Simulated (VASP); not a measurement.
# Ag (Fm-3m) in VASP: notebook, part 2 of 2

VASP 6.6.1.

## Step 3: Single point, LDA

This run uses another cell than the first one, of 15.99 Å³/atom.

INCAR

```
SYSTEM = Ag
PREC     = Accurate       ! precision mode
ENCUT    = 520            ! plane-wave cutoff, eV
EDIFF    = 1E-6           ! SCF threshold, eV
ISMEAR   = -1             ! smearing method
SIGMA    = 0.1            ! smearing width, eV
LREAL    = .False.        ! projectors in reciprocal space
LASPH    = .True.         ! aspherical terms in the spheres
NELM     = 80             ! most SCF steps
ALGO     = Normal         ! electronic algorithm
ISIF     = 2              ! what is computed and relaxed
LWAVE    = .False.        ! write WAVECAR
LCHARG   = .False.        ! write CHGCAR
GGA      = CA             ! functional
NBANDS   = 12             ! bands
```

KPOINTS

```
Automatic mesh
0
Gamma
  22 22 22
  0 0 0
```

POSCAR

```
Ag
1.0
    0.0000000000      1.9996579419      1.9996579419
    1.9996579419      0.0000000000      1.9996579419
    1.9996579419      1.9996579419      0.0000000000
Ag
1
Direct
    0.0000000000      0.0000000000      0.0000000000
```

Potentials or basis: VASP PAW LDA potentials, release 64 (Ag).

Run with:

```console
$ cat potpaw_LDA.64/Ag/POTCAR > POTCAR
$ mpirun -np 1 vasp_std > vasp.out
```

Run time: 61 s. Hardware: 1 thread of Intel Xeon 8259CL, shared host; peak memory 0.18 GiB.

Results (log left out):

```
Free energy            : -3.7875 eV
Pressure               : 0.3 GPa
Band gap on the k mesh : zero (an odd number of electrons rules out a gap without spin polarisation)
```

Levels at points of the mesh, in eV from the Fermi level:
| k point | band 2 | band 3 | band 4 | band 5 | band 6 | band 7 | band 8 | band 9 | band 10 | band 11 |
| --- | --- | --- | --- | --- | --- | --- | --- | --- | --- | --- |
| (0.00, 0.00, 0.00) | -5.04 | -5.04 | -5.04 | -3.86 | -3.86 | 16.11 | 20.00 | 20.00 | 20.00 | 25.18 |
| (0.50, 0.00, 0.00) | -5.07 | -5.07 | -2.97 | -2.97 | -0.64 | 3.92 | 15.38 | 18.36 | 18.36 | 23.79 |
| (0.50, 0.50, 0.00) | -6.73 | -3.00 | -2.73 | -2.73 | 1.45 | 7.21 | 10.86 | 10.86 | 18.01 | 18.10 |

## Step 4: Single point, LDA (16.63 Å³/atom)

This run uses another cell than the first one, of 16.63 Å³/atom.

INCAR

```
ALGO     = Normal         # electronic algorithm
EDIFF    = 1E-6           # SCF threshold, eV
ENCUT    = 520            # plane-wave cutoff, eV
ISIF     = 2              # what is computed and relaxed
ISMEAR   = -1             # smearing method
LASPH    = T              # aspherical terms in the spheres
LCHARG   = F              # write CHGCAR
LREAL    = F              # projectors in reciprocal space
LWAVE    = F              # write WAVECAR
NBANDS   = 12             # bands
NELM     = 100            # most SCF steps
PREC     = Accurate       # precision mode
SIGMA    = 0.1            # smearing width, eV
```

KPOINTS

```
k-points
0
Gamma
  22 22 22
```

POSCAR

```
Ag
1.0
    0.0000000000      2.0259722483      2.0259722483
    2.0259722483      0.0000000000      2.0259722483
    2.0259722483      2.0259722483      0.0000000000
Ag
1
Direct
    0.0000000000      0.0000000000      0.0000000000
```

Run with:

```console
$ cat potpaw_LDA.64/Ag/POTCAR > POTCAR
$ mpirun -np 1 vasp_std > vasp.out
```

Wall time 57 s (1 thread of Intel Xeon 8259CL, shared host); peak memory 0.18 GiB.

It converged, with:

```yaml
Free_energy: -3.7790 eV
Pressure: -4.6 GPa
Band_gap_on_the_k_mesh: zero (an odd number of electrons rules out a gap without spin polarisation)
```

Levels at points of the mesh, in eV from the Fermi level:
| k point | band 3 | band 4 | band 5 | band 6 | band 7 | band 8 | band 9 | band 10 |
| --- | --- | --- | --- | --- | --- | --- | --- | --- |
| (0.00, 0.00, 0.00) | -4.88 | -4.88 | -3.78 | -3.78 | 16.05 | 19.70 | 19.70 | 19.70 |
| (0.50, 0.00, 0.00) | -4.91 | -2.94 | -2.94 | -0.52 | 3.69 | 15.31 | 17.96 | 17.96 |
| (0.50, 0.50, 0.00) | -2.97 | -2.72 | -2.72 | 1.50 | 6.89 | 10.66 | 10.66 | 17.53 |

Caveat: the cell stands under tension.

## Step 5: Single point, LDA (17.27 Å³/atom)

This run uses another cell than the first one, of 17.27 Å³/atom.

INCAR

```
PREC = Accurate
ENCUT = 520
EDIFF = 1E-6
ISMEAR = -1
SIGMA = 0.1
LREAL = F
LASPH = T
NELM = 80
ALGO = Normal
ISIF = 2
LWAVE = F
LCHARG = T
LELF = T
LVHAR = T
NBANDS = 12
```

KPOINTS

```
regular mesh
0
Gamma
  22 22 22
```

POSCAR

```
Ag
1.0
    0.0000000000      2.0516201893      2.0516201893
    2.0516201893      0.0000000000      2.0516201893
    2.0516201893      2.0516201893      0.0000000000
Ag
1
Direct
    0.0000000000      0.0000000000      0.0000000000
```

Run with:

```console
$ cat potpaw_LDA.64/Ag/POTCAR > POTCAR
$ mpirun -np 1 vasp_std > vasp.out
```

Wall time 58 s (1 thread of Intel Xeon 8259CL, shared host); peak memory 0.18 GiB.

Results (log left out):

```
Free energy            : -3.7532 eV
Pressure               : -8.3 GPa
Band gap on the k mesh : zero (an odd number of electrons rules out a gap without spin polarisation)
```

Levels at points of the mesh, in eV from the Fermi level:
| k point | band 4 | band 5 | band 6 | band 7 | band 8 | band 9 |
| --- | --- | --- | --- | --- | --- | --- |
| (0.00, 0.00, 0.00) | -4.74 | -3.71 | -3.71 | 15.98 | 19.40 | 19.40 |
| (0.50, 0.00, 0.00) | -2.92 | -2.92 | -0.41 | 3.48 | 15.23 | 17.57 |
| (0.50, 0.50, 0.00) | -2.72 | -2.72 | 1.54 | 6.59 | 10.48 | 10.48 |

Caveat: the cell stands under tension.

## Step 6: Single point, LDA (17.91 Å³/atom)

This run uses another cell than the first one, of 17.91 Å³/atom.

INCAR

```
SYSTEM = Ag
PREC     = Accurate       ! precision mode
ENCUT    = 520            ! plane-wave cutoff, eV
EDIFF    = 1E-6           ! SCF threshold, eV
ISMEAR   = -1             ! smearing method
SIGMA    = 0.1            ! smearing width, eV
LREAL    = .False.        ! projectors in reciprocal space
LASPH    = .True.         ! aspherical terms in the spheres
NELM     = 80             ! most SCF steps
ALGO     = Normal         ! electronic algorithm
ISIF     = 2              ! what is computed and relaxed
LWAVE    = .False.        ! write WAVECAR
LCHARG   = .False.        ! write CHGCAR
GGA      = CA             ! functional
NBANDS   = 12             ! bands
```

KPOINTS

```
Automatic mesh
0
Gamma
  22 22 22
  0 0 0
```

POSCAR

```
Ag
1.0
    0.0000000000      2.0766424138      2.0766424138
    2.0766424138      0.0000000000      2.0766424138
    2.0766424138      2.0766424138      0.0000000000
Ag
1
Direct
    0.0000000000      0.0000000000      0.0000000000
```

Potentials or basis: VASP PAW LDA potentials, release 64 (Ag).

Run with:

```console
$ cat potpaw_LDA.64/Ag/POTCAR > POTCAR
$ mpirun -np 1 vasp_std > vasp.out
```

Run time: 57 s. Hardware: 1 thread of Intel Xeon 8259CL, shared host; peak memory 0.18 GiB.

It converged, with:

* Free energy: -3.7143 eV
* Pressure: -11.2 GPa
* Band gap on the k mesh: zero (an odd number of electrons rules out a gap without spin polarisation)

Levels at points of the mesh, in eV from the Fermi level:
```tsv
k point	band 2	band 3	band 4	band 5	band 6	band 7	band 8	band 9	band 10	band 11
(0.00, 0.00, 0.00)	-4.62	-4.62	-4.62	-3.65	-3.65	15.90	19.10	19.10	19.10	24.01
(0.50, 0.00, 0.00)	-4.63	-4.63	-2.91	-2.91	-0.31	3.28	15.15	17.20	17.20	22.15
(0.50, 0.50, 0.00)	-6.00	-2.94	-2.72	-2.72	1.57	6.32	10.29	10.29	16.63	16.65
```

Caveat: the cell stands under tension.

## Step 7: Single point, LDA, non-collinear spin, zero start, spin-orbit coupling

This run uses another cell than the first one, of 15.99 Å³/atom.

INCAR

```
PREC     = Accurate       # precision mode
ENCUT    = 520            # plane-wave cutoff, eV
EDIFF    = 1E-6           # SCF threshold, eV
ISMEAR   = -1             # smearing method
SIGMA    = 0.1            # smearing width, eV
LREAL    = F              # projectors in reciprocal space
LASPH    = T              # aspherical terms in the spheres
NELM     = 150            # most SCF steps
ALGO     = Normal         # electronic algorithm
ISIF     = 2              # what is computed and relaxed
LWAVE    = F              # write WAVECAR
LCHARG   = F              # write CHGCAR
LNONCOLLINEAR= T              # non-collinear magnetism
MAGMOM   = 0 0 0          # initial moments
LORBIT   = 11             # projections on sites
LSORBIT  = T              # spin-orbit coupling
GGA_COMPAT= F            
LORBMOM  = T            
LMAXMIX  = 4              # l up to which the mixer works
NBANDS   = 22             # bands
```

KPOINTS

```
Automatic mesh
0
Gamma
  13 13 13
```

POSCAR

```
Ag
1.0
    0.0000000000      1.9996579419      1.9996579419
    1.9996579419      0.0000000000      1.9996579419
    1.9996579419      1.9996579419      0.0000000000
Ag
1
Direct
    0.0000000000      0.0000000000      0.0000000000
```

Run with:

```console
$ cat potpaw_LDA.64/Ag/POTCAR > POTCAR
$ mpirun -np 1 vasp_ncl > vasp.out
```

Run time: 76 s. Hardware: 1 thread of Intel Xeon 8259CL, shared host; peak memory 0.2 GiB.

It converged, with:

```
Free energy                                           : -3.8163 eV
Pressure                                              : 0.0 GPa
Net moment                                            : 0.00 μB per cell
Valence electrons inside the program's atomic spheres : Ag 9.94
```

Moments on the atoms (μB; x, y, z):
```
Ag  0.00 0.00 0.00
```

## Step 8: Summary

| spin | cell | k mesh | gap on the mesh (eV) | pressure (GPa) |
| --- | --- | --- | --- | --- |
| off | a = 2.790 Å, angles 60.0°, 1 atom | 22 × 22 × 22 | none | 6.7 |
| off | a = 2.828 Å, angles 60.0°, 1 atom | 22 × 22 × 22 | none | 0.3 |
| off | a = 2.865 Å, angles 60.0°, 1 atom | 22 × 22 × 22 | none | -4.6 |
| off | a = 2.901 Å, angles 60.0°, 1 atom | 22 × 22 × 22 | none | -8.3 |
| off | a = 2.937 Å, angles 60.0°, 1 atom | 22 × 22 × 22 | none | -11.2 |
| non-collinear, zero start, SOC | a = 2.828 Å, angles 60.0°, 1 atom | 13 × 13 × 13 | - | 0.0 |

Alike in all rows: task single point; level LDA; potentials or basis VASP PAW LDA potentials, release 64 (Ag); cutoff (eV) 520; smearing fermi-dirac 0.1 eV.

Caveats: the cell stands under tension (at least some runs); the cell stands under pressure (at least some runs).

Absolute energies hang on the potentials; compare differences alone.
